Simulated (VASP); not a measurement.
# BaTiO3 (Amm2) in VASP: a series of runs, part 2 of 2

VASP 6.6.1. The steps go on from the part before.

## Step 3: Single point, PBEsol

This run uses another cell than the first one, of 13.38 Å³/atom.

INCAR reads:

```
PREC = Accurate ; ENCUT = 910
EDIFF = 1E-6 ; ISMEAR = 0
SIGMA = 0.01 ; LREAL = False
LASPH = True ; NELM = 120
ALGO = Normal ; ISIF = 2
LWAVE = False ; LCHARG = False
GGA = PS ; NBANDS = 28
GGA_COMPAT = False
```

KPOINTS reads:

```
regular mesh
0
Gamma
  6 6 6
```

POSCAR reads:

```
BaTiO3
1.0
    4.0379468039      0.0000000000      0.0000000000
    0.0000000000      2.8742319127      2.8825904778
    0.0000000000     -2.8742319127      2.8825904778
Ba Ti O
1 1 3
Direct
    0.0000000000      0.0000000000      0.0000000000
    0.5000000000      0.5124000000      0.5124000000
    0.0000000000      0.4874000000      0.4874000000
    0.5000000000      0.5052400000      0.9918400000
    0.5000000000      0.9918400000      0.5052400000
```

Potentials or basis: VASP PAW PBE potentials, release 64 (Ba_sv, Ti_sv, O_h).

Launch:

```sh
> cat potpaw_PBE.64/Ba_sv/POTCAR potpaw_PBE.64/Ti_sv/POTCAR potpaw_PBE.64/O_h/POTCAR > POTCAR
> mpirun -np 1 vasp_std > vasp.out
```

OUTCAR:

```text
PREC = Accurate
   ENCUT = 910
   EDIFF = 1E-6
   ISMEAR = 0
   LREAL = False
   LASPH = True
   NELM = 120
   ISIF = 2
   GGA = PS

 ion  position               nearest neighbor table
   1  0.000  0.000  0.000-   3 2.81   4 2.85   5 2.85   4 2.85   5 2.85   3 2.88   3 2.88   4 2.88
                             5 2.88   5 2.88   4 2.88   3 2.96   2 3.46   2 3.46   2 3.51   2 3.51
   2  0.500  0.512  0.512-   4 1.95   5 1.95   3 2.02   3 2.02   5 2.12   4 2.12   1 3.46   1 3.46
                             1 3.51   1 3.51   1 3.51   1 3.51   1 3.58   1 3.58
   3  0.000  0.487  0.487-   2 2.02   2 2.02   1 2.81   1 2.88   1 2.88   1 2.96
   4  0.500  0.505  0.992-   2 1.95   2 2.12   1 2.85   1 2.85   1 2.88   1 2.88
   5  0.500  0.992  0.505-   2 1.95   2 2.12   1 2.85   1 2.85   1 2.88   1 2.88

  LATTYP: Found a base centered orthorhombic cell.
 ALAT       =     5.7484638254
 B/A-ratio  =     1.0029081039
 C/A-ratio  =     0.7024392823

  Lattice vectors:

 A1 = (   0.0000000000,   2.8742319127,  -2.8825904778)
 A2 = (   0.0000000000,   2.8742319127,   2.8825904778)
 A3 = (   4.0379468039,   0.0000000000,   0.0000000000)

Analysis of symmetry for initial positions (statically):
=====================================================================
 Subroutine PRICEL returns:
 Original cell was already a primitive cell.

 Routine SETGRP: Setting up the symmetry group for a
 base centered orthorhombic supercell.

 Subroutine GETGRP returns: Found  4 space group operations
 (whereof  4 operations were pure point group operations)
 out of a pool of  8 trial point group operations.

The static configuration has the point symmetry C_2v.

Analysis of symmetry for dynamics (positions and initial velocities):
=====================================================================
 Subroutine PRICEL returns:
 Original cell was already a primitive cell.

 Routine SETGRP: Setting up the symmetry group for a
 base centered orthorhombic supercell.

 Subroutine GETGRP returns: Found  4 space group operations
 (whereof  4 operations were pure point group operations)
 out of a pool of  8 trial point group operations.

The dynamic configuration has the point symmetry C_2v.

 Subroutine INISYM returns: Found  4 space group operations
 (whereof  4 operations are pure point group operations),
 and found     1 'primitive' translations

----------------------------------------------------------------------------------------

                                     Primitive cell

  volume of cell :      66.9107

  direct lattice vectors                    reciprocal lattice vectors
     4.037946804  0.000000000  0.000000000     0.247650613  0.000000000  0.000000000
     0.000000000  2.874231913  2.882590478     0.000000000  0.173959519  0.173455093
     0.000000000 -2.874231913  2.882590478     0.000000000 -0.173959519  0.173455093

  length of vectors
     4.037946804  4.070692441  4.070692441     0.247650613  0.245659487  0.245659487

  position of ions in fractional coordinates (direct lattice)
     0.000000000  0.000000000  0.000000000
     0.500000000  0.512400000  0.512400000
     0.000000000  0.487400000  0.487400000
     0.500000000  0.505240000  0.991840000
[... 37 lines left out ...]
            Coordinates               Weight
  0.000000  0.000000  0.000000      1.000000
  0.166667  0.000000  0.000000      2.000000
  0.333333  0.000000  0.000000      2.000000
  0.500000  0.000000  0.000000      1.000000
  0.000000  0.166667  0.000000      4.000000
  0.166667  0.166667  0.000000      8.000000
[... 16 lines left out ...]
  0.333333  0.333333  0.166667      8.000000
  0.500000  0.333333  0.166667      4.000000
 [... further k-points ...]
   k-points           NKPTS =     52   k-points in BZ     NKDIM =     52   number of bands    NBANDS=     28
   number of dos      NEDOS =    301   number of ions     NIONS =      5
   total plane-waves  NPLWV =  64000
   dimension x,y,z NGX =    40 NGY =   40 NGZ =   40
   dimension x,y,z NGXF=    80 NGYF=   80 NGZF=   80
   ions per type =               1   1   3
   NGX,Y,Z   is equivalent  to a cutoff of  16.47, 16.34, 16.34 a.u.
   NGXF,Y,Z  is equivalent  to a cutoff of  32.94, 32.67, 32.67 a.u.
 SYSTEM =  unknown system
   PREC   = accura    normal or accurate (medium, high low for compatibility)
   ISTART =      0    job   : 0-new  1-cont  2-samecut
   ICHARG =      2    charge: 1-file 2-atom 10-const
   ISPIN  =      1    spin polarized calculation?
   LNONCOLLINEAR =      F non collinear calculations
   LSORBIT =      F    spin-orbit coupling
   LASPH  =      T    aspherical Exc in radial PAW
   ENCUT  =  910.0 eV  66.88 Ry    8.18 a.u.   9.93 10.01 10.01*2*pi/ulx,y,z
   NELM   =    120;   NELMIN=  2; NELMDL= -5     # of ELM steps
   EDIFF  = 0.1E-05   stopping-criterion for ELM
   LREAL  =      F    real-space projection
   EDIFFG = 0.1E-04   stopping-criterion for IOM
   NSW    =      0    number of steps for IOM
   IBRION =     -1    ionic relax: 0-MD 1-quasi-New 2-CG
   NFREE  =      0    steps in history (QN), initial steepest desc. (CG)
   ISIF   =      2    stress and relaxation
   ISYM   =      2    0-nonsym 1-usesym 2-fastsym
   POTIM  = 0.5000    time-step for ionic-motion
   TEBEG  =    0.0;   TEEND  =   0.0 temperature during run
   PSTRESS=    0.0 pullay stress
   NELECT =      40.0000    total number of electrons
   NUPDOWN=      -1.0000    fix difference up-down
   EMIN   =  10.00;   EMAX   =-10.00  energy-range for DOS
   EFERMI =   0.00;   METHOD = LEGACY
   ISMEAR =     0;   SIGMA  =   0.01  broadening in eV -4-tet -1-fermi 0-gaus
   EFERMI_NEDOS =   21; number of points for ismear=-14 and -15
   IALGO  =     38    algorithm
   IMIX   =      4    mixing-type and parameters
     AMIX     =   0.40;   BMIX     =  1.00
     AMIX_MAG =   1.60;   BMIX_MAG =  1.00
  volume/ion in A,a.u.               =      13.38        90.31
  Fermi-wavevector in a.u.,A,eV,Ry     =   1.379102  2.606125 25.877223  1.901922
  Thomas-Fermi vector in A             =   2.504102
   LORBIT       =      0    0 simple, 1 ext, 2 COOP (PROOUT), +10 PAW based schemes
   GGA     = PS    functional components
   LHFCALC =     F    Hartree Fock is set to
   AEXX    =    0.0000 exact exchange contribution
   IVDW    =     0    specifies the selected vdW correction
   LEPSILON=     F    determine dielectric tensor
   LRPA    =     F    only Hartree local field effects (RPA)
 non-spin polarized calculation
 Gauss-broadening in eV      SIGMA  =   0.01
  energy-cutoff  :      910.00
  volume of cell :       66.91
 maximum number of plane-waves:      4224
 NGX is ok and might be reduce to    40
   NGX = 19   NGY = 21   NGZ = 21

 number of electron      40.0000002 magnetization

 Free energy of the ion-electron system (eV)
  ---------------------------------------------------
  ext. energy  EPLUGINS =         0.00000000
  ---------------------------------------------------
  free energy    TOTEN  =       -41.91565099 eV

  energy without entropy =      -41.91565099  energy(sigma->0) =      -41.91565099

 E-fermi :   3.7971     XC(G=0): -11.2938

 val. band max:        3.7079036810   @ k =   0.5000   0.5000   0.5000
 cond. band min:       5.4389429652   @ k =   0.0000   0.0000   0.0000
 fundamental gap:      1.7310392841
 Fermi energy:         3.7970595477

 k-point     1 :       0.0000    0.0000    0.0000
  band No.  band energies     occupation
      1     -52.7567      2.00000
      2     -29.0729      2.00000
      3     -29.0724      2.00000
      4     -29.0580      2.00000
      5     -21.1570      2.00000
      6     -13.0033      2.00000
[... 733 lines left out ...]
     27      11.6113      0.00000
     28      11.9909      0.00000

 [... further k-points ...]

------------------------ aborting loop because EDIFF is reached ----------------------------------------

  FORCE on cell =-STRESS in cart. coord.  units (eV):
  Direction    XX          YY          ZZ          XY          YZ          ZX
  --------------------------------------------------------------------------------------
  -------------------------------------------------------------------------------------
  Total       -3.5030366     -3.4296187     -3.6670082      0.0000000      0.0000000      0.0000000
  in kB      -83.8802871    -82.1222950    -87.8065924      0.0000000      0.0000000      0.0000000
  external PRESSURE =     -84.6030582 kB  Pullay stress =       0.0000000 kB

 VOLUME and BASIS-vectors are now :
 -----------------------------------------------------------------------------
  energy-cutoff  :      910.00
  volume of cell :       66.91
      direct lattice vectors                 reciprocal lattice vectors
     4.037946804  0.000000000  0.000000000     0.247650613  0.000000000  0.000000000
     0.000000000  2.874231913  2.882590478     0.000000000  0.173959519  0.173455093
     0.000000000 -2.874231913  2.882590478     0.000000000 -0.173959519  0.173455093

 POSITION                                       TOTAL-FORCE (eV/Angst)
 -----------------------------------------------------------------------------------
      0.00000      0.00000      0.00000         0.000000      0.000000      0.146611
      2.01897      0.00000      2.95408         0.000000      0.000000      0.388412
      0.00000      0.00000      2.80995         0.000000      0.000000      0.233345
      2.01897     -1.39860      4.31547         0.000000      0.148633     -0.384184
      2.01897      1.39860      4.31547         0.000000     -0.148633     -0.384184
 -----------------------------------------------------------------------------------
    total drift:                                0.000000     -0.000001     -0.000164

  FREE ENERGIE OF THE ION-ELECTRON SYSTEM (eV)
  ---------------------------------------------------
  free  energy   TOTEN  =       -41.9156509865 eV

  energy  without entropy=      -41.9156509865  energy(sigma->0) =      -41.91565099
```

stdout:

```text
POSCAR found type information on POSCAR BaTiO
 POSCAR found :  3 types and       5 ions
 scaLAPACK will be used
 -----------------------------------------------------------------------------
|                                                                             |
|                                                                             |
|     You enforced a specific xc type in the INCAR file but a different       |
|     I HOPE YOU KNOW WHAT YOU ARE DOING!                                     |
|                                                                             |
 -----------------------------------------------------------------------------

 LDA part: xc-table for (Slater+PW92), standard interpolation
 POSCAR, INCAR and KPOINTS ok, starting setup
 FFT: planning ... GRIDC
 FFT: planning ... GRID_SOFT
 FFT: planning ... GRID
 WAVECAR not read
 entering main loop
```

It took 87 s on 1 thread of Intel Xeon 6975P-C (Granite Rapids), shared host; peak memory 0.39 GiB.

What came out:

* Free energy: -41.9157 eV
* Pressure: -8.5 GPa
* Largest force: 0.412 eV/Å
* Band gap on the k mesh: 1.73 eV (least direct gap 1.97 eV)

Forces in eV/Å, atoms in the order of the input:
```
Ba   0.000  0.000  0.147
Ti   0.000  0.000  0.388
O    0.000  0.000  0.233
O    0.000  0.149 -0.384
O    0.000 -0.149 -0.384
```

Caveat: the cutoff is under 1.25 times the usual one of these potentials, so pressure, stress and relaxed cells hold a basis-set (Pulay) error; the cell stands under tension; the PAW data sets were made with another functional, which shifts forces and pressure a little; spin-orbit coupling is left out, which moves the levels of the heavy elements. A k mesh can miss the band edges.
